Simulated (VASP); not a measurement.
# Li4Ge2B (P1) in VASP: density of states with PBE

Aim: the density of states of Li4Ge2B with PBE.

All numbers are computed with VASP 6.6.1; they aren't measurements. Logs are shortened: lines on timing, memory, paths and dates and some standing lists are left out, and cuts for length are marked.

## Step 1: The cell of the first run

The typed cell holds 7 atoms: a = 4.306 Å, b = 4.349 Å, c = 6.587 Å, α = 69.88°, β = 110.63°, γ = 117.78°.

## Step 2: Density of states, PBE

The input, POSCAR:

```
Li4Ge2B
1.0
    4.3050540000      0.0720400000     -0.0760880000
   -2.0901380000      3.8134770000      0.0543070000
   -2.2359030000      1.2728560000      6.0638100000
Ge B Li
2 1 4
Direct
    0.4054580000      0.5906330000      0.2186720000
    0.2710840000      0.7518640000      0.7925490000
    0.1073080000      0.8661180000      0.3682640000
    0.8148070000      0.1452810000      0.5048760000
    0.6900380000      0.3084470000      0.1020000000
    0.9983760000      0.0175830000      0.9862790000
    0.5484610000      0.4455510000      0.6297830000
```

The input, INCAR.step1:

```
SYSTEM = Li4Ge2B
  PREC = Accurate
  ENCUT = 520
  EDIFF = 1E-6
  ISMEAR = -1
  SIGMA = 0.1
  LREAL = .False.
  LASPH = .True.
  NELM = 100
  ALGO = Normal
  ISIF = 2
  LWAVE = .False.
  LCHARG = .True.
  GGA = PE
  NBANDS = 30
```

The input, KPOINTS.step1:

```
Automatic mesh
0
Gamma
  5 5 3
  0.5 0.5 0
```

The input, INCAR.step2:

```
SYSTEM = Li4Ge2B
  PREC = Accurate
  ENCUT = 520
  EDIFF = 1E-6
  ISMEAR = -5
  SIGMA = 0.1
  LREAL = .False.
  LASPH = .True.
  NELM = 100
  ALGO = Normal
  ISIF = 2
  LWAVE = .False.
  LCHARG = .False.
  GGA = PE
  LORBIT = 11
  NEDOS = 1001
  ICHARG = 11
```

The input, KPOINTS.step2:

```
Automatic mesh
0
Gamma
  8 8 5
  0 0 0
```

Potentials or basis: VASP PAW PBE potentials, release 64 (Ge_d, B, Li_sv).

Command:

```sh
$ cat potpaw_PBE.64/Ge_d/POTCAR potpaw_PBE.64/B/POTCAR potpaw_PBE.64/Li_sv/POTCAR > POTCAR
$ cp INCAR.step1 INCAR
$ cp KPOINTS.step1 KPOINTS
$ mpirun -np 1 vasp_std > vasp.out
$ cp INCAR.step2 INCAR
$ cp KPOINTS.step2 KPOINTS
$ mpirun -np 1 vasp_std > vasp.out
```

OUTCAR:

```text
SYSTEM = Li4Ge2B
   PREC = Accurate
   ENCUT = 520
   EDIFF = 1E-6
   ISMEAR = -5
   LREAL = .False.
   LASPH = .True.
   NELM = 100
   ISIF = 2
   GGA = PE
   LORBIT = 11
   ICHARG = 11

 ion  position               nearest neighbor table
   1  0.405  0.591  0.219-   7 2.47   5 2.51   2 2.57   5 2.65   5 2.70
   2  0.271  0.752  0.793-   1 2.57   7 2.64   7 2.72   6 2.76
   3  0.107  0.866  0.368-   6 2.30
   4  0.815  0.145  0.505-   5 2.43   7 2.55
   5  0.690  0.308  0.102-   4 2.43   1 2.51   6 2.57   1 2.65   1 2.70
   6  0.998  0.018  0.986-   3 2.30   5 2.57   2 2.76
   7  0.548  0.446  0.630-   1 2.47   4 2.55   2 2.64   2 2.72

  LATTYP: Found a triclinic cell.
 ALAT       =     4.3063289573
 B/A-ratio  =     1.0385957695
 C/A-ratio  =     1.5296205196
 COS(alpha) =     0.0047082737
 COS(beta)  =     0.3523714879
 COS(gamma) =     0.5096987187

  Lattice vectors:

 A1 = (  -4.3050540000,  -0.0720400000,   0.0760880000)
 A2 = (  -2.2149160000,  -3.8855170000,   0.0217810000)
 A3 = (  -2.2359030000,   1.2728560000,   6.0638100000)

Analysis of symmetry for initial positions (statically):
=====================================================================
 Subroutine PRICEL returns:
 Original cell was already a primitive cell.

 Routine SETGRP: Setting up the symmetry group for a
 triclinic supercell.

 Subroutine GETGRP returns: Found  1 space group operations
 (whereof  1 operations were pure point group operations)
 out of a pool of  2 trial point group operations.

The static configuration has the point symmetry C_1 .

Analysis of symmetry for dynamics (positions and initial velocities):
=====================================================================
 Subroutine PRICEL returns:
 Original cell was already a primitive cell.

 Routine SETGRP: Setting up the symmetry group for a
 triclinic supercell.

 Subroutine GETGRP returns: Found  1 space group operations
 (whereof  1 operations were pure point group operations)
 out of a pool of  2 trial point group operations.

The dynamic configuration has the point symmetry C_1 .

 Subroutine INISYM returns: Found  1 space group operations
 (whereof  1 operations are pure point group operations),
 and found     1 'primitive' translations

[... 113 lines left out ...]
   ISYM   =      2    0-nonsym 1-usesym 2-fastsym
   POTIM  = 0.5000    time-step for ionic-motion
   TEBEG  =    0.0;   TEEND  =   0.0 temperature during run
   PSTRESS=    0.0 pullay stress
   NELECT =      43.0000    total number of electrons
   NUPDOWN=      -1.0000    fix difference up-down
   EMIN   =  10.00;   EMAX   =-10.00  energy-range for DOS
   EFERMI =   0.00;   METHOD = LEGACY
   ISMEAR =    -5;   SIGMA  =   0.10  broadening in eV -4-tet -1-fermi 0-gaus
   EFERMI_NEDOS =   21; number of points for ismear=-14 and -15
   IALGO  =     38    algorithm
   IMIX   =      4    mixing-type and parameters
     AMIX     =   0.40;   BMIX     =  1.00
     AMIX_MAG =   1.60;   BMIX_MAG =  1.00
  volume/ion in A,a.u.               =      14.24        96.13
  Fermi-wavevector in a.u.,A,eV,Ry     =   1.236848  2.337303 20.814083  1.529792
  Thomas-Fermi vector in A             =   2.371439
   LORBIT       =     11    0 simple, 1 ext, 2 COOP (PROOUT), +10 PAW based schemes
   GGA     = PE    functional components
   LHFCALC =     F    Hartree Fock is set to
   AEXX    =    0.0000 exact exchange contribution
   IVDW    =     0    specifies the selected vdW correction
   LEPSILON=     F    determine dielectric tensor
   LRPA    =     F    only Hartree local field effects (RPA)
 non-spin polarized calculation
 Fermi weights with tetrahedron method with Bloechl corrections
  energy-cutoff  :      520.00
  volume of cell :       99.71
 maximum number of plane-waves:      2709

 number of electron      43.0000006 magnetization

 Free energy of the ion-electron system (eV)
  ---------------------------------------------------
  ext. energy  EPLUGINS =         0.00000000
  ---------------------------------------------------
  free energy    TOTEN  =       -22.52257882 eV

  energy without entropy =      -22.52257882  energy(sigma->0) =      -22.52257882

 E-fermi :   4.1880     XC(G=0):  -9.5923

 val. band max:        4.2522908296   @ k =   0.3750   0.2500   0.0000
 cond. band min:       4.1208415852   @ k =   0.2500  -0.2500   0.4000
 fundamental gap:     -0.1314492444
 Fermi energy:         4.1880283404

 k-point     1 :       0.0000    0.0000    0.0000
  band No.  band energies     occupation
      1     -42.6813      2.00000
      2     -42.5312      2.00000
      3     -42.1162      2.00000
      4     -41.9883      2.00000
      5     -20.5690      2.00000
      6     -20.5492      2.00000
[... 661 lines left out ...]
     24       6.7331      0.00000
     25       7.4914      0.00000

 [... further k-points ...]
[... 5 lines left out ...]
  --------------------------------------------------------------------------------------
  -------------------------------------------------------------------------------------
  Total       -2.5130091     -2.3287427      1.8167059     -0.2057219     -0.2227200     -0.2178450
  in kB      -40.3794366    -37.4186139     29.1911241     -3.3055733     -3.5787005     -3.5003679
  external PRESSURE =     -16.2023088 kB  Pullay stress =       0.0000000 kB

 VOLUME and BASIS-vectors are now :
 -----------------------------------------------------------------------------
  energy-cutoff  :      520.00
  volume of cell :       99.71
      direct lattice vectors                 reciprocal lattice vectors
     4.305054000  0.072040000 -0.076088000     0.231218269  0.125891189  0.058831043
    -2.090138000  3.813477000  0.054307000    -0.005352311  0.260099941 -0.056571202
    -2.235903000  1.272856000  6.063810000     0.002949235 -0.000749766  0.166157671

 POSITION                                       TOTAL-FORCE (eV/Angst)
 -----------------------------------------------------------------------------------
      0.02208      2.55991      1.32721        -0.063135      0.293681      0.406595
     -2.17653      3.89555      4.82607         0.032824     -0.188432     -0.945091
     -2.17174      3.77940      2.27195        -0.121981     -0.133369      0.690793
      2.07528      1.25536      3.00736         0.125134     -0.027185      0.405065
      2.09789      1.35580      0.58276         0.265645     -0.059784     -0.642481
      2.05609      1.39437      5.90560        -0.014278     -0.049157     -0.496839
      0.02176      2.54023      3.80135        -0.224208      0.164245      0.581960
 -----------------------------------------------------------------------------------
    total drift:                                0.009764     -0.007296      0.000920

  FREE ENERGIE OF THE ION-ELECTRON SYSTEM (eV)
  ---------------------------------------------------
  free  energy   TOTEN  =       -22.5225788178 eV

  energy  without entropy=      -22.5225788178  energy(sigma->0) =      -22.52257882

 total charge

# of ion       s       p       d       tot
------------------------------------------
    1        1.208   1.086  10.007  12.301
    2        1.158   1.144   9.990  12.292
    3        0.754   0.733   0.000   1.487
    4        2.021   0.056   0.000   2.077
    5        2.027   0.067   0.000   2.094
    6        2.026   0.071   0.000   2.098
    7        2.027   0.071   0.000   2.098
--------------------------------------------------
tot         11.221   3.229  19.998  34.447
```

OSZICAR.step1:

```text
N       E                     dE             d eps       ncg     rms          rms(c)
DAV:   1     0.348978550376E+03    0.34898E+03   -0.19832E+04  2626   0.274E+03
DAV:   2     0.435307525763E+02   -0.30545E+03   -0.29454E+03  2280   0.703E+02
DAV:   3    -0.138332114235E+02   -0.57364E+02   -0.56536E+02  2910   0.171E+02
DAV:   4    -0.221121025415E+02   -0.82789E+01   -0.81706E+01  4002   0.523E+01
DAV:   5    -0.227309162378E+02   -0.61881E+00   -0.61824E+00  3294   0.149E+01    0.308E+00
DAV:   6    -0.225842810817E+02    0.14664E+00   -0.77223E-01  3632   0.916E+00    0.162E+00
DAV:   7    -0.225625852076E+02    0.21696E-01   -0.12097E-01  3088   0.258E+00    0.698E-01
DAV:   8    -0.225568565378E+02    0.57287E-02   -0.19860E-02  4000   0.961E-01    0.213E-01
DAV:   9    -0.225565484437E+02    0.30809E-03   -0.23735E-03  3384   0.296E-01    0.836E-02
DAV:  10    -0.225565964647E+02   -0.48021E-04   -0.41384E-04  3512   0.174E-01    0.350E-02
DAV:  11    -0.225565997814E+02   -0.33167E-05   -0.32076E-05  3458   0.403E-02    0.725E-03
DAV:  12    -0.225565989329E+02    0.84851E-06   -0.39240E-06  2530   0.195E-02
   1 F= -.22556599E+02 E0= -.22518192E+02  d E =-.768131E-01
```

Wall time 4.1 min (1 thread of Intel Xeon Platinum 8488C (Sapphire Rapids), shared host); peak memory 0.47 GiB.

Results:

| Property | Result |
| --- | --- |
| Valence electrons inside the program's atomic spheres | Ge 12.30, 12.29; B 1.49; Li 2.08, 2.09, 2.10 |

Caveat: the cutoff is under 1.25 times the usual one of these potentials, so pressure, stress and relaxed cells hold a basis-set (Pulay) error; tetrahedron occupations give inexact forces and stress in metals.
